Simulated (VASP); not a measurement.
# Fe (I4/mmm) in VASP: further runs

The runs below take Fe through single point, with PBEsol.

Everything below comes from runs of VASP 6.6.1. Logs are shortened: lines on timing, memory, paths and dates and some standing lists are left out, and cuts for length are marked.

**1. The cell of the first run**

It takes space group I4/mmm (No. 139, tetragonal). The conventional cell has a = 2.648 Å, b = 2.648 Å, c = 3.108 Å, α = 90.00°, β = 90.00°, γ = 90.00°. Within 3.2 Å of Fe (site symmetry 4/mmm) lie 14 Fe at 2.43 to 3.11 Å.

**2. Single point, PBEsol, collinear spin, ferromagnetic start (strain -0.080 along x and y, +0.080 along z)**

Input file INCAR:

```
ALGO = Normal ; EDIFF = 1E-7
ENCUT = 520 ; GGA = PS
ISIF = 2 ; ISMEAR = 0
ISPIN = 2 ; LASPH = True
LCHARG = True ; LELF = True
LMAXMIX = 4 ; LORBIT = 11
LREAL = False ; LVHAR = True
LWAVE = False ; MAGMOM = 2.64
NBANDS = 14 ; NELM = 150
PREC = Accurate ; SIGMA = 0.15
```

Input file KPOINTS:

```
k-points
0
Gamma
  24 24 24
```

Input file POSCAR:

```
Fe
1.0
   -1.3238800000      1.3238800000      1.5541200000
    1.3238800000     -1.3238800000      1.5541200000
    1.3238800000      1.3238800000     -1.5541200000
Fe
1
Direct
    0.0000000000      0.0000000000      0.0000000000
```

Potentials or basis: VASP PAW PBE potentials, release 64 (Fe).

Launch:

```console
> cat potpaw_PBE.64/Fe/POTCAR > POTCAR
> mpirun -np 1 vasp_std > vasp.out
```

OUTCAR:

```text
EDIFF = 1E-7
   ENCUT = 520
   GGA = PS
   ISIF = 2
   ISMEAR = 0
   ISPIN = 2
   LASPH = True
   LORBIT = 11
   LREAL = False
   NELM = 150
   PREC = Accurate

 ion  position               nearest neighbor table
   1  0.000  0.000  0.000-

  LATTYP: Found a body centered tetragonal cell.
 ALAT       =     2.6477600000
 C/A-ratio  =     1.1739130435

  Lattice vectors:

 A1 = (  -1.3238800000,   1.3238800000,   1.5541200000)
 A2 = (   1.3238800000,  -1.3238800000,   1.5541200000)
 A3 = (   1.3238800000,   1.3238800000,  -1.5541200000)

Analysis of symmetry for initial positions (statically):
=====================================================================
 Subroutine PRICEL returns:
 Original cell was already a primitive cell.

 Routine SETGRP: Setting up the symmetry group for a
 body centered tetragonal supercell.

 Subroutine GETGRP returns: Found 16 space group operations
 (whereof 16 operations were pure point group operations)
 out of a pool of 16 trial point group operations.

The static configuration has the point symmetry D_4h.

Analysis of symmetry for dynamics (positions and initial velocities):
=====================================================================
 Subroutine PRICEL returns:
 Original cell was already a primitive cell.

 Routine SETGRP: Setting up the symmetry group for a
 body centered tetragonal supercell.

 Subroutine GETGRP returns: Found 16 space group operations
 (whereof 16 operations were pure point group operations)
 out of a pool of 16 trial point group operations.

The dynamic configuration has the point symmetry D_4h.

Analysis of structural, dynamic, and magnetic symmetry:
=====================================================================
 Subroutine PRICEL returns:
 Original cell was already a primitive cell.

 Routine SETGRP: Setting up the symmetry group for a
 body centered tetragonal supercell.

 Subroutine GETGRP returns: Found 16 space group operations
 (whereof 16 operations were pure point group operations)
 out of a pool of 16 trial point group operations.

The overall configuration has the point symmetry D_4h.

 Subroutine INISYM returns: Found 16 space group operations
 (whereof 16 operations are pure point group operations),
 and found     1 'primitive' translations

----------------------------------------------------------------------------------------

                                     Primitive cell

  volume of cell :      10.8954

  direct lattice vectors                    reciprocal lattice vectors
    -1.323880000  1.323880000  1.554120000     0.000000000  0.377677735  0.321725478
     1.323880000 -1.323880000  1.554120000     0.377677735  0.000000000  0.321725478
     1.323880000  1.323880000 -1.554120000     0.377677735  0.377677735  0.000000000

  length of vectors
     2.433229435  2.433229435  2.433229435     0.496132800  0.496132800  0.534116975

  position of ions in fractional coordinates (direct lattice)
     0.000000000  0.000000000  0.000000000

  ion indices of the primitive-cell ions
   primitive index   ion index
                 1           1

----------------------------------------------------------------------------------------

 KPOINTS: k-points

Automatic generation of k-mesh.
 Grid dimensions read from file:
 generate k-points for:   24   24   24

 Generating k-lattice:

  Cartesian coordinates                     Fractional coordinates (reciprocal lattice)
     0.000000000  0.015736572  0.013405228     0.041666667 -0.000000000  0.000000000
     0.015736572  0.000000000  0.013405228    -0.000000000  0.041666667  0.000000000
     0.015736572  0.015736572  0.000000000     0.000000000  0.000000000  0.041666667

  Length of vectors
     0.020672200  0.020672200  0.022254874

  Shift w.r.t. Gamma in fractional coordinates (k-lattice)
     0.000000000  0.000000000  0.000000000

 Subroutine IBZKPT returns following result:
 ===========================================

 Found   1063 irreducible k-points:

 Following reciprocal coordinates:
            Coordinates               Weight
[... 42 lines left out ...]

  energy without entropy =       -8.84520267  energy(sigma->0) =       -8.85117394

 E-fermi :   6.1792     XC(G=0): -13.5149

 val. band max:        6.1791527589   @ k =  -0.2917  -0.4167   0.2500
 cond. band min:       6.1793746792   @ k =  -0.3750  -0.4583   0.1250
 fundamental gap:      0.0002219203
 Fermi energy:         6.1792011955

 spin component 1

 k-point     1 :       0.0000    0.0000    0.0000
  band No.  band energies     occupation
      1      -2.6760      1.00000
      2       3.5855      1.00000
      3       3.5855      1.00000
      4       4.3264      1.00000
      5       4.5181      1.00000
      6       5.2784      1.00000
      7      29.5384      0.00000
      8      32.4784      0.00000
      9      32.4784      0.00000
     10      36.2138      0.00000
     11      36.4598      0.00000
     12      37.7863      0.00000
     13      37.7863      0.00000
     14      38.0272      0.00000
[... 375 lines left out ...]
 k-point    24 :       0.4583    0.0417   -0.0000
  band No.  band energies     occupation
      1       1.0054      1.00000
      2       3.0129      1.00000
      3       4.3542      1.00000
      4       5.3390      1.00000
      5       5.8960      0.99620
      6       6.8771      0.00000
      7      13.5207      0.00000
      8      25.7599      0.00000
      9      28.3713      0.00000
     10      31.9791      0.00000
     11      35.3442      0.00000
     12      36.6339      0.00000
     13      42.6853      0.00000
     14      48.1654      0.00000

 [... further k-points ...]

 spin component 2

 k-point     1 :       0.0000    0.0000    0.0000
  band No.  band energies     occupation
      1      -2.3830      1.00000
      2       5.3924      1.00000
      3       5.3924      1.00000
      4       6.4751      0.00264
      5       6.9020      0.00000
      6       8.0217      0.00000
      7      29.4410      0.00000
      8      32.5589      0.00000
      9      32.5589      0.00000
     10      36.8120      0.00000
     11      37.3466      0.00000
     12      38.0375      0.00000
     13      38.5030      0.00000
     14      38.5030      0.00000
[... 375 lines left out ...]
 k-point    24 :       0.4583    0.0417   -0.0000
  band No.  band energies     occupation
      1       2.2328      1.00000
      2       4.8337      1.00000
      3       6.2038      0.40831
      4       6.7842      0.00000
      5       8.1654      0.00000
      6       8.7915      0.00000
      7      14.8972      0.00000
      8      25.9143      0.00000
      9      28.9874      0.00000
     10      32.5692      0.00000
     11      36.1017      0.00000
     12      37.0080      0.00000
     13      43.1361      0.00000
     14      49.0094      0.00000

 [... further k-points ...]

------------------------ aborting loop because EDIFF is reached ----------------------------------------

  FORCE on cell =-STRESS in cart. coord.  units (eV):
  Direction    XX          YY          ZZ          XY          YZ          ZX
  --------------------------------------------------------------------------------------
  -------------------------------------------------------------------------------------
  Total        0.4213930      0.4213930     -0.6366379      0.0000000     -0.0000000      0.0000000
  in kB       61.9663794     61.9663794    -93.6184182      0.0000000     -0.0000000      0.0000000
  external PRESSURE =      10.1047802 kB  Pullay stress =       0.0000000 kB

 VOLUME and BASIS-vectors are now :
 -----------------------------------------------------------------------------
  energy-cutoff  :      520.00
  volume of cell :       10.90
      direct lattice vectors                 reciprocal lattice vectors
    -1.323880000  1.323880000  1.554120000     0.000000000  0.377677735  0.321725478
     1.323880000 -1.323880000  1.554120000     0.377677735  0.000000000  0.321725478
     1.323880000  1.323880000 -1.554120000     0.377677735  0.377677735  0.000000000

 POSITION                                       TOTAL-FORCE (eV/Angst)
 -----------------------------------------------------------------------------------
      0.00000      0.00000      0.00000        -0.000000     -0.000000      0.000000
 -----------------------------------------------------------------------------------
    total drift:                                0.000000     -0.000000      0.000000

  FREE ENERGIE OF THE ION-ELECTRON SYSTEM (eV)
  ---------------------------------------------------
  free  energy   TOTEN  =        -8.8571452050 eV

  energy  without entropy=       -8.8452026683  energy(sigma->0) =       -8.85117394

 total charge

# of ion       s       p       d       tot
------------------------------------------
    1        0.512   0.585   6.269   7.365

 magnetization (x)

# of ion       s       p       d       tot
------------------------------------------
    1       -0.013  -0.045   2.200   2.142
```

Wall time 7 min (1 thread of Oxide Virtual Turin-like, shared host); peak memory 0.3 GiB.

Results:

- Free energy: -8.8571 eV
- Pressure: 1.0 GPa
- Net moment: 2.16 μB per cell
- Site moments: Fe +2.14 μB
- Valence electrons inside the program's atomic spheres: Fe 7.37

Levels at points of the mesh, in eV from the Fermi level:
Spin up:
| k point | band 2 | band 3 | band 4 | band 5 | band 6 | band 7 | band 8 | band 9 |
| --- | --- | --- | --- | --- | --- | --- | --- | --- |
| (0.00, 0.00, 0.00) | -2.59 | -2.59 | -1.85 | -1.66 | -0.90 | 23.36 | 26.30 | 26.30 |
| (0.50, 0.00, 0.00) | -3.17 | -1.83 | -0.60 | -0.01 | 0.25 | 7.20 | 19.88 | 22.65 |
| (0.50, 0.50, 0.00) | -4.27 | -0.54 | -0.48 | 0.50 | 1.35 | 8.84 | 16.59 | 17.62 |
| (0.50, 0.50, 0.50) | -4.95 | -0.10 | 0.24 | 0.24 | 6.22 | 12.28 | 12.28 | 13.54 |
Spin down:
| k point | band 1 | band 2 | band 3 | band 4 | band 5 | band 6 | band 7 |
| --- | --- | --- | --- | --- | --- | --- | --- |
| (0.00, 0.00, 0.00) | -8.56 | -0.79 | -0.79 | 0.30 | 0.72 | 1.84 | 23.26 |
| (0.50, 0.00, 0.00) | -3.98 | -1.35 | 0.24 | 0.58 | 1.96 | 2.48 | 8.60 |
| (0.50, 0.50, 0.00) | -3.93 | -2.72 | 1.64 | 2.10 | 2.10 | 2.62 | 10.23 |
| (0.50, 0.50, 0.50) | -3.62 | -3.21 | 2.24 | 2.34 | 2.34 | 6.58 | 12.68 |

Caveat: the cell differs from its parent crystal (strain -0.080 along x and y, +0.080 along z); the stress differs along the axes, from -9 to 6 GPa; the PAW data sets were made with another functional, which shifts forces and pressure a little.

**3. Single point, PBEsol, collinear spin, ferromagnetic start (strain +0.000 along x and y, -0.080 along z)**

Input file INCAR:

```
SYSTEM = Fe
PREC = Accurate
ENCUT = 520
EDIFF = 1E-6
ISMEAR = 0
SIGMA = 0.15
LREAL = .FALSE.
LASPH = .TRUE.
NELM = 150
ALGO = Fast
ISIF = 2
LWAVE = .FALSE.
LCHARG = .TRUE.
ISPIN = 2
MAGMOM = 2.64
LORBIT = 11
LMAXMIX = 4
GGA = PS
LELF = .TRUE.
LVHAR = .TRUE.
NBANDS = 14
```

Input file KPOINTS:

```
Automatic mesh
0
G
  24 24 24
  0 0 0
```

Input file POSCAR:

```
Fe
1.0
   -1.4390000000      1.4390000000      1.3238800000
    1.4390000000     -1.4390000000      1.3238800000
    1.4390000000      1.4390000000     -1.3238800000
Fe
1
Direct
    0.0000000000      0.0000000000      0.0000000000
```

Potentials or basis: VASP PAW PBE potentials, release 64 (Fe).

Launch:

```console
> cat potpaw_PBE.64/Fe/POTCAR > POTCAR
> mpirun -np 1 vasp_std > vasp.out
```

Wall time 6.6 min (1 thread of Oxide Virtual Turin-like, shared host); peak memory 0.3 GiB.

Results (log left out):

* Free energy: -8.8975 eV
* Pressure: -2.3 GPa
* Net moment: 2.13 μB per cell
* Site moments: Fe +2.12 μB
* Valence electrons inside the program's atomic spheres: Fe 7.35

Stress tensor (GPa, compression positive):
```
-6.83  0.00  0.00
 0.00 -6.83  0.00
 0.00  0.00  6.87
```

Levels at points of the mesh, in eV from the Fermi level:
Spin up:
```csv
k point,band 3,band 4,band 5,band 6,band 7,band 8
"(0.00, 0.00, 0.00)",-2.21,-2.21,-1.37,-0.88,24.48,24.48
"(0.50, 0.00, 0.00)",-1.11,-0.51,0.44,0.66,7.95,17.99
"(0.50, 0.50, 0.00)",-1.39,-1.07,-0.09,0.37,7.02,19.84
"(0.50, 0.50, 0.50)",0.10,0.10,0.27,8.97,8.97,12.37
```
Spin down:
| k point | band 1 | band 2 | band 3 | band 4 | band 5 | band 6 | band 7 |
| --- | --- | --- | --- | --- | --- | --- | --- |
| (0.00, 0.00, 0.00) | -8.50 | -0.96 | -0.29 | -0.29 | 1.09 | 1.82 | 24.43 |
| (0.50, 0.00, 0.00) | -3.90 | -2.12 | 0.90 | 1.43 | 2.04 | 2.59 | 9.32 |
| (0.50, 0.50, 0.00) | -3.94 | -1.35 | 0.13 | 0.90 | 1.62 | 2.57 | 8.41 |
| (0.50, 0.50, 0.50) | -3.46 | -3.27 | 2.27 | 2.27 | 2.34 | 9.34 | 9.34 |

Caveat: the cell differs from its parent crystal (strain +0.000 along x and y, -0.080 along z); the stress differs along the axes, from -7 to 7 GPa; the PAW data sets were made with another functional, which shifts forces and pressure a little.

**4. Single point, PBEsol, collinear spin, ferromagnetic start (strain -0.040 along x and y, +0.080 along z)**

Input file INCAR:

```
SYSTEM = Fe
PREC = Accurate ; ENCUT = 520
EDIFF = 1E-6 ; ISMEAR = 0
SIGMA = 0.15 ; LREAL = .FALSE.
LASPH = .TRUE. ; NELM = 150
ALGO = Normal ; ISIF = 2
LWAVE = .FALSE. ; LCHARG = .TRUE.
ISPIN = 2 ; MAGMOM = 2.64
LORBIT = 11 ; LMAXMIX = 4
GGA = PS ; LELF = .TRUE.
LVHAR = .TRUE. ; NBANDS = 14
```

KPOINTS is that of step 3.

Input file POSCAR:

```
Fe
1.0
   -1.3814400000      1.3814400000      1.5541200000
    1.3814400000     -1.3814400000      1.5541200000
    1.3814400000      1.3814400000     -1.5541200000
Fe
1
Direct
    0.0000000000      0.0000000000      0.0000000000
```

Launch:

```console
> cat potpaw_PBE.64/Fe/POTCAR > POTCAR
> mpirun -np 1 vasp_std > vasp.out
```

Wall time 4.6 min (1 thread of Oxide Virtual Turin-like, shared host); peak memory 0.32 GiB.

The run converged. Its results:

- Free energy: -8.8373 eV
- Pressure: -14.4 GPa
- Net moment: 2.31 μB per cell
- Site moments: Fe +2.31 μB
- Valence electrons inside the program's atomic spheres: Fe 7.19

Stress tensor (GPa, compression positive):
```
-11.27   0.00   0.00
  0.00 -11.27   0.00
  0.00   0.00 -20.57
```

Levels at points of the mesh, in eV from the Fermi level:
Spin up:
```tsv
k point	band 1	band 2	band 3	band 4	band 5	band 6	band 7	band 8	band 9	band 10
(0.00, 0.00, 0.00)	-8.28	-2.37	-2.37	-1.88	-1.41	-0.89	23.07	25.17	25.17	28.71
(0.50, 0.00, 0.00)	-4.73	-2.99	-1.52	-0.72	0.17	0.18	6.58	18.86	20.75	23.71
(0.50, 0.50, 0.00)	-4.78	-3.71	-0.67	-0.63	0.34	1.10	7.76	16.37	17.25	21.25
(0.50, 0.50, 0.50)	-4.73	-4.48	-0.15	0.10	0.10	6.79	11.05	11.05	13.45	16.42
```
Spin down:
| k point | band 1 | band 2 | band 3 | band 4 | band 5 | band 6 |
| --- | --- | --- | --- | --- | --- | --- |
| (0.00, 0.00, 0.00) | -8.01 | -0.38 | -0.38 | 0.37 | 1.16 | 1.94 |
| (0.50, 0.00, 0.00) | -3.40 | -1.05 | 0.39 | 1.05 | 1.99 | 2.57 |
| (0.50, 0.50, 0.00) | -3.32 | -1.98 | 1.34 | 2.05 | 2.10 | 2.66 |
| (0.50, 0.50, 0.50) | -2.91 | -2.63 | 2.32 | 2.39 | 2.39 | 7.14 |

Caveat: the cell differs from its parent crystal (strain -0.040 along x and y, +0.080 along z); the stress differs along the axes, from -21 to -11 GPa; the PAW data sets were made with another functional, which shifts forces and pressure a little.

**5. Single point, PBEsol, collinear spin, ferromagnetic start (strain -0.080 along x and y, +0.000 along z)**

Input file INCAR:

```
SYSTEM = Fe
PREC = Accurate
ENCUT = 520
EDIFF = 1E-6
ISMEAR = 0
SIGMA = 0.15
LREAL = .False.
LASPH = .True.
NELM = 150
ALGO = Normal
ISIF = 2
LWAVE = .False.
LCHARG = .True.
ISPIN = 2
MAGMOM = 2.64
LORBIT = 11
LMAXMIX = 4
GGA = PS
LELF = .True.
LVHAR = .True.
NBANDS = 14
```

Input file KPOINTS:

```
regular mesh
0
Gamma
  24 24 24
  0 0 0
```

Input file POSCAR:

```
Fe
1.0
   -1.3238800000      1.3238800000      1.4390000000
    1.3238800000     -1.3238800000      1.4390000000
    1.3238800000      1.3238800000     -1.4390000000
Fe
1
Direct
    0.0000000000      0.0000000000      0.0000000000
```

Launch:

```console
> cat potpaw_PBE.64/Fe/POTCAR > POTCAR
> mpirun -np 1 vasp_std > vasp.out
```

Run time: 2.7 min. Hardware: 1 thread of Oxide Virtual Turin-like, shared host; peak memory 0.28 GiB.

It converged, with:

| Item | Value |
| --- | --- |
| Free energy | -8.8606 eV |
| Pressure | 18.8 GPa |
| Band gap on the k mesh | zero (filled and empty bands overlap) |
| Net moment | 1.98 μB per cell |
| Site moments | Fe +1.95 μB |
| Valence electrons inside the program's atomic spheres | Fe 7.55 |

Stress tensor (GPa, compression positive):
```
23.08  0.00  0.00
 0.00 23.08  0.00
 0.00  0.00 10.18
```

Levels at points of the mesh, in eV from the Fermi level:
Spin up:
| k point | band 3 | band 4 | band 5 | band 6 | band 7 | band 8 |
| --- | --- | --- | --- | --- | --- | --- |
| (0.00, 0.00, 0.00) | -2.75 | -2.25 | -1.40 | -0.90 | 24.80 | 26.65 |
| (0.50, 0.00, 0.00) | -1.46 | -0.71 | 0.10 | 0.56 | 8.13 | 19.85 |
| (0.50, 0.50, 0.00) | -0.68 | -0.61 | 0.69 | 0.87 | 9.04 | 18.12 |
| (0.50, 0.50, 0.50) | 0.17 | 0.36 | 0.36 | 8.44 | 11.83 | 11.83 |
Spin down:
```
           k point  band 1  band 2  band 3  band 4  band 5  band 6  band 7
(0.00, 0.00, 0.00)   -9.04   -1.09   -1.09   -0.43    0.95    1.65   24.75
(0.50, 0.00, 0.00)   -4.52   -2.11    0.36    0.83    1.74    2.56    9.43
(0.50, 0.50, 0.00)   -4.53   -2.92    1.15    1.71    1.87    2.64   10.33
(0.50, 0.50, 0.50)   -4.17   -3.93    2.20    2.29    2.29    8.80   12.20
```

Caveat: the cell differs from its parent crystal (strain -0.080 along x and y, +0.000 along z); the stress differs along the axes, from 10 to 23 GPa; the PAW data sets were made with another functional, which shifts forces and pressure a little.

**6. Overview**

```csv
cell,gap on the mesh (eV),pressure (GPa),moment (μB)
"a = 2.433 Å, angles 114.1, 114.1, 100.6°, 1 atom",none,1.0,2.16
"a = 2.428 Å, angles 107.3, 107.3, 113.9°, 1 atom",none,-2.3,2.13
"a = 2.496 Å, angles 112.8, 112.8, 103.0°, 1 atom",none,-14.4,2.31
"a = 2.361 Å, angles 111.8, 111.8, 104.9°, 1 atom",none,18.8,1.98
```

Alike in all rows: task single point; level PBEsol; potentials or basis VASP PAW PBE potentials, release 64 (Fe); spin collinear, ferromagnetic start; k mesh 24 × 24 × 24; cutoff (eV) 520; smearing gaussian 0.15 eV.

Caveats: the PAW data sets were made with another functional, which shifts forces and pressure a little; the stress differs along the axes, from -9 to 6 GPa (at least some runs); the stress differs along the axes, from -7 to 7 GPa (at least some runs); the stress differs along the axes, from -21 to -11 GPa (at least some runs); the stress differs along the axes, from 10 to 23 GPa (at least some runs).

Total energies depend on the potentials used, so only differences within one code and one set of settings carry meaning.
